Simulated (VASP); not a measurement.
# LiF (I4/mmm) in VASP: single point with HSE06

Aim: the single point of LiF with HSE06.

Everything below comes from runs of VASP 6.6.1. Logs are shortened: lines on timing, memory, paths and dates and some standing lists are left out, and cuts for length are marked.

## Step 1: The cell of the first run

Symmetry: I4/mmm, No. 139, tetragonal system. Conventional cell: a = 2.934 Å, b = 2.934 Å, c = 3.894 Å, α = 90.00°, β = 90.00°, γ = 90.00°. Within 2.6 Å of Li (site symmetry 4/mmm) lie 6 F at 1.95 to 2.07 Å. F (site symmetry 4/mmm) has 6 Li at 1.95 to 2.07 Å within 2.6 Å.

## Step 2: Single point, HSE06 (epitaxial xy strain +4.0%)

Contents of POSCAR:

```
LiF
1.0
    0.0000000000      2.0746666070      1.9468324740
    2.0746666070      0.0000000000      1.9468324740
    2.0746666070      2.0746666070      0.0000000000
Li F
1 1
Direct
    0.0000000000      0.0000000000      0.0000000000
    0.5000000000      0.5000000000      0.5000000000
```

Contents of INCAR.step1:

```
SYSTEM = LiF
PREC = Accurate
ENCUT = 520
EDIFF = 1E-5
ISMEAR = 0
SIGMA = 0.01
LREAL = .FALSE.
LASPH = .TRUE.
NELM = 80
ALGO = Normal
ISIF = 2
LWAVE = .TRUE.
LCHARG = .FALSE.
GGA = PE
NBANDS = 12
```

Contents of INCAR.step2:

```
SYSTEM = LiF
PREC = Accurate
ENCUT = 520
EDIFF = 1E-7
ISMEAR = 0
SIGMA = 0.01
LREAL = .FALSE.
LASPH = .TRUE.
NELM = 80
ALGO = Normal
ISIF = 2
LWAVE = .FALSE.
LCHARG = .FALSE.
GGA = PE
LHFCALC = .TRUE.
HFSCREEN = 0.2079
PRECFOCK = Normal
ISTART = 1
NBANDS = 12
```

Contents of KPOINTS:

```
regular mesh
0
G
  8 8 8
  0 0 0
```

Potentials or basis: VASP PAW PBE potentials, release 64 (Li_sv, F).

The run is started by

```console
> cat potpaw_PBE.64/Li_sv/POTCAR potpaw_PBE.64/F/POTCAR > POTCAR
> cp INCAR.step1 INCAR
> mpirun -np 1 vasp_std > vasp.out
> cp INCAR.step2 INCAR
> mpirun -np 1 vasp_std > vasp.out
```

OUTCAR:

```text
SYSTEM = LiF
   PREC = Accurate
   ENCUT = 520
   EDIFF = 1E-7
   ISMEAR = 0
   LREAL = .FALSE.
   LASPH = .TRUE.
   NELM = 80
   ISIF = 2
   GGA = PE
   LHFCALC = .TRUE.
   HFSCREEN = 0.2079
   PRECFOCK = Normal
   ISTART = 1

 ion  position               nearest neighbor table
   1  0.000  0.000  0.000-   2 1.95   2 1.95   2 2.07   2 2.07   2 2.07   2 2.07
   2  0.500  0.500  0.500-   1 1.95   1 1.95   1 2.07   1 2.07   1 2.07   1 2.07

  LATTYP: Found a body centered tetragonal cell.
 ALAT       =     2.9340216530
 C/A-ratio  =     1.3270743738

  Lattice vectors:

 A1 = (   0.0000000000,  -2.0746666070,  -1.9468324740)
 A2 = (   0.0000000000,   2.0746666070,  -1.9468324740)
 A3 = (   2.0746666070,   0.0000000000,   1.9468324740)

Analysis of symmetry for initial positions (statically):
=====================================================================
 Subroutine PRICEL returns:
 Original cell was already a primitive cell.

 Routine SETGRP: Setting up the symmetry group for a
 body centered tetragonal supercell.

 Subroutine GETGRP returns: Found 16 space group operations
 (whereof 16 operations were pure point group operations)
 out of a pool of 16 trial point group operations.

The static configuration has the point symmetry D_4h.

Analysis of symmetry for dynamics (positions and initial velocities):
=====================================================================
 Subroutine PRICEL returns:
 Original cell was already a primitive cell.

 Routine SETGRP: Setting up the symmetry group for a
 body centered tetragonal supercell.

 Subroutine GETGRP returns: Found 16 space group operations
 (whereof 16 operations were pure point group operations)
 out of a pool of 16 trial point group operations.

The dynamic configuration has the point symmetry D_4h.

 Subroutine INISYM returns: Found 16 space group operations
 (whereof 16 operations are pure point group operations),
 and found     1 'primitive' translations

----------------------------------------------------------------------------------------

                                     Primitive cell

  volume of cell :      16.7593

  direct lattice vectors                    reciprocal lattice vectors
     0.000000000  2.074666607  1.946832474    -0.241002578  0.241002578  0.256827440
     2.074666607  0.000000000  1.946832474     0.241002578 -0.241002578  0.256827440
     2.074666607  2.074666607  0.000000000     0.241002578  0.241002578 -0.256827440

  length of vectors
     2.845065590  2.845065590  2.934021653     0.426760845  0.426760845  0.426760845

  position of ions in fractional coordinates (direct lattice)
     0.000000000  0.000000000  0.000000000
     0.500000000  0.500000000  0.500000000

  ion indices of the primitive-cell ions
   primitive index   ion index
                 1           1
                 2           2

----------------------------------------------------------------------------------------

 KPOINTS: regular mesh

Automatic generation of k-mesh.
 Grid dimensions read from file:
 generate k-points for:    8    8    8

 Generating k-lattice:

  Cartesian coordinates                     Fractional coordinates (reciprocal lattice)
    -0.030125322  0.030125322  0.032103430     0.125000000  0.000000000  0.000000000
     0.030125322 -0.030125322  0.032103430     0.000000000  0.125000000  0.000000000
     0.030125322  0.030125322 -0.032103430    -0.000000000 -0.000000000  0.125000000

  Length of vectors
     0.053345106  0.053345106  0.053345106

  Shift w.r.t. Gamma in fractional coordinates (k-lattice)
     0.000000000  0.000000000  0.000000000

 Subroutine IBZKPT returns following result:
 ===========================================

 Found     59 irreducible k-points:

 Following reciprocal coordinates:
            Coordinates               Weight
  0.000000  0.000000  0.000000      1.000000
  0.125000  0.000000  0.000000      8.000000
  0.250000  0.000000  0.000000      8.000000
  0.375000  0.000000  0.000000      8.000000
  0.500000  0.000000  0.000000      4.000000
  0.125000  0.125000  0.000000      2.000000
[... 16 lines left out ...]
  0.250000  0.000000  0.125000     16.000000
  0.375000  0.000000  0.125000     16.000000
 [... further k-points ...]
   k-points           NKPTS =     59   k-points in BZ     NKDIM =    512   number of bands    NBANDS=     12
   number of dos      NEDOS =    301   number of ions     NIONS =      2
   total plane-waves  NPLWV =  13824
   dimension x,y,z NGX =    24 NGY =   24 NGZ =   24
   dimension x,y,z NGXF=    48 NGYF=   48 NGZF=   48
   ions per type =               1   1
   NGX,Y,Z   is equivalent  to a cutoff of  14.02, 14.02, 13.60 a.u.
   NGXF,Y,Z  is equivalent  to a cutoff of  28.05, 28.05, 27.20 a.u.
 SYSTEM =  LiF
   PREC   = accura    normal or accurate (medium, high low for compatibility)
   ISTART =      1    job   : 0-new  1-cont  2-samecut
   ICHARG =      0    charge: 1-file 2-atom 10-const
   ISPIN  =      1    spin polarized calculation?
   LNONCOLLINEAR =      F non collinear calculations
   LSORBIT =      F    spin-orbit coupling
   LASPH  =      T    aspherical Exc in radial PAW
   ENCUT  =  520.0 eV  38.22 Ry    6.18 a.u.   5.29  5.29  5.46*2*pi/ulx,y,z
   NELM   =     80;   NELMIN=  2; NELMDL=  0     # of ELM steps
   EDIFF  = 0.1E-06   stopping-criterion for ELM
   LREAL  =      F    real-space projection
   EDIFFG = 0.1E-05   stopping-criterion for IOM
   NSW    =      0    number of steps for IOM
   IBRION =     -1    ionic relax: 0-MD 1-quasi-New 2-CG
   NFREE  =      0    steps in history (QN), initial steepest desc. (CG)
   ISIF   =      2    stress and relaxation
   ISYM   =      3    0-nonsym 1-usesym 2-fastsym
   POTIM  = 0.5000    time-step for ionic-motion
   TEBEG  =    0.0;   TEEND  =   0.0 temperature during run
   PSTRESS=    0.0 pullay stress
   NELECT =      10.0000    total number of electrons
   NUPDOWN=      -1.0000    fix difference up-down
   EMIN   =  10.00;   EMAX   =-10.00  energy-range for DOS
   EFERMI =   0.00;   METHOD = LEGACY
   ISMEAR =     0;   SIGMA  =   0.01  broadening in eV -4-tet -1-fermi 0-gaus
   EFERMI_NEDOS =   21; number of points for ismear=-14 and -15
   IALGO  =     38    algorithm
   IMIX   =      1    mixing-type and parameters
     AMIX     =   0.40;   BMIX     =  1.00
     AMIX_MAG =   1.60;   BMIX_MAG =  1.00
  volume/ion in A,a.u.               =       8.38        56.55
  Fermi-wavevector in a.u.,A,eV,Ry     =   1.378234  2.604485 25.844677  1.899530
  Thomas-Fermi vector in A             =   2.503315
   LORBIT       =      0    0 simple, 1 ext, 2 COOP (PROOUT), +10 PAW based schemes
   GGA     = PE    functional components
   LHFCALC =     T    Hartree Fock is set to
   PRECFOCK=normal    Normal, Fast or Accurate (Low or Medium for compatibility)
   ENCUT4O =  -1.0   cutoff for four orbital integrals eV
   NKREDX  =     1    reduce k-point grid by
   NKREDY  =     1    reduce k-point grid by
   NKREDZ  =     1    reduce k-point grid by
   AEXX    =    0.2500 exact exchange contribution
   HFSCREEN=    0.2079 screening length (either q_TF or 0.3 A-1)
   HFSCREENC=   0.2079 screening length for correlation (either q_TF or 0.3 A-1)
   ENCUTFOCK=  -1.0 apply spherical cutoff to Coloumb kernel
   IVDW    =     0    specifies the selected vdW correction
   LEPSILON=     F    determine dielectric tensor
   LRPA    =     F    only Hartree local field effects (RPA)
 non-spin polarized calculation
 Gauss-broadening in eV      SIGMA  =   0.01
  energy-cutoff  :      520.00
  volume of cell :       16.76
 maximum number of plane-waves:       463
 NGX is ok and might be reduce to    24
  NGX = 16; NGY = 16; NGZ = 18

 number of electron       9.9999995 magnetization

 Free energy of the ion-electron system (eV)
  ---------------------------------------------------
  ext. energy  EPLUGINS =         0.00000000
  ---------------------------------------------------
  free energy    TOTEN  =       -11.37417421 eV

  energy without entropy =      -11.37417421  energy(sigma->0) =      -11.37417421

 E-fermi :  -2.7710     XC(G=0):  -8.0630

 val. band max:       -2.8261132347   @ k =   0.0000   0.0000   0.0000
 cond. band min:       8.2485377943   @ k =   0.0000   0.0000   0.0000
 fundamental gap:     11.0746510291
 Fermi energy:        -2.7710241004

 k-point     1 :       0.0000    0.0000    0.0000
  band No.  band energies     occupation
      1     -45.9029      2.00000
      2     -24.3858      2.00000
      3      -3.0179      2.00000
      4      -2.8261      2.00000
      5      -2.8261      2.00000
      6       8.2485      0.00000
      7      22.9084      0.00000
      8      22.9084      0.00000
      9      23.5690      0.00000
     10      23.5690      0.00000
     11      24.0695      0.00000
     12      24.4644      0.00000

 k-point     2 :       0.1250    0.0000    0.0000
  band No.  band energies     occupation
      1     -45.8950      2.00000
      2     -24.3263      2.00000
      3      -3.3466      2.00000
      4      -2.9513      2.00000
      5      -2.8805      2.00000
      6       8.7062      0.00000
      7      19.9376      0.00000
      8      21.2299      0.00000
      9      22.3379      0.00000
     10      24.7842      0.00000
     11      24.9513      0.00000
     12      25.4818      0.00000

 k-point     3 :       0.2500    0.0000    0.0000
  band No.  band energies     occupation
      1     -45.8759      2.00000
      2     -24.1781      2.00000
      3      -4.2794      2.00000
      4      -3.0086      2.00000
      5      -3.0076      2.00000
      6       9.5827      0.00000
      7      17.3183      0.00000
      8      19.3960      0.00000
      9      20.6332      0.00000
     10      26.1662      0.00000
     11      26.8345      0.00000
     12      27.2364      0.00000
[... 286 lines left out ...]
 k-point    23 :       0.2500    0.0000    0.1250
  band No.  band energies     occupation
      1     -45.8785      2.00000
      2     -24.1813      2.00000
      3      -4.0315      2.00000
      4      -3.2415      2.00000
      5      -3.0807      2.00000
      6       9.7394      0.00000
      7      17.9919      0.00000
      8      19.6410      0.00000
      9      20.6589      0.00000
     10      22.9496      0.00000
     11      28.5639      0.00000
     12      29.0370      0.00000

 k-point    24 :       0.3750    0.0000    0.1250
  band No.  band energies     occupation
      1     -45.8594      2.00000
      2     -24.0226      2.00000
      3      -4.8783      2.00000
      4      -3.3357      2.00000
      5      -3.2318      2.00000
      6      10.4982      0.00000
      7      16.2740      0.00000
      8      18.5188      0.00000
      9      19.6786      0.00000
     10      25.1084      0.00000
     11      29.9469      0.00000
     12      30.5975      0.00000

 [... further k-points ...]

------------------------ aborting loop because EDIFF is reached ----------------------------------------

  FORCE on cell =-STRESS in cart. coord.  units (eV):
  Direction    XX          YY          ZZ          XY          YZ          ZX
  --------------------------------------------------------------------------------------
  -------------------------------------------------------------------------------------
  Total       -0.3806700     -0.3806700      0.0758338      0.0000000     -0.0000000      0.0000000
  in kB      -36.3918440    -36.3918440      7.2496662      0.0000000     -0.0000000      0.0000000
  external PRESSURE =     -21.8446739 kB  Pullay stress =       0.0000000 kB

 VOLUME and BASIS-vectors are now :
 -----------------------------------------------------------------------------
  energy-cutoff  :      520.00
  volume of cell :       16.76
      direct lattice vectors                 reciprocal lattice vectors
     0.000000000  2.074666607  1.946832474    -0.241002578  0.241002578  0.256827440
     2.074666607  0.000000000  1.946832474     0.241002578 -0.241002578  0.256827440
     2.074666607  2.074666607  0.000000000     0.241002578  0.241002578 -0.256827440

 POSITION                                       TOTAL-FORCE (eV/Angst)
 -----------------------------------------------------------------------------------
      0.00000      0.00000      0.00000         0.000000      0.000000      0.000000
      2.07467      2.07467      1.94683         0.000000      0.000000     -0.000000
 -----------------------------------------------------------------------------------
    total drift:                               -0.000000      0.000000     -0.000001

  FREE ENERGIE OF THE ION-ELECTRON SYSTEM (eV)
  ---------------------------------------------------
  free  energy   TOTEN  =       -11.3741742103 eV

  energy  without entropy=      -11.3741742103  energy(sigma->0) =      -11.37417421
```

Run time: 30 min. Hardware: 1 thread of Intel Xeon Platinum 8375C at 2.90GHz (Ice Lake), shared host; peak memory 0.25 GiB.

Results:

- Free energy: -11.3742 eV
- Band gap on the k mesh: 11.07 eV

Caveat: the cell differs from its parent crystal (epitaxial xy strain +4.0%); the cutoff is under 1.25 times the usual one of these potentials, so pressure, stress and relaxed cells hold a basis-set (Pulay) error; the PAW data sets were made with another functional, which shifts forces and pressure a little. A k mesh can miss the band edges.
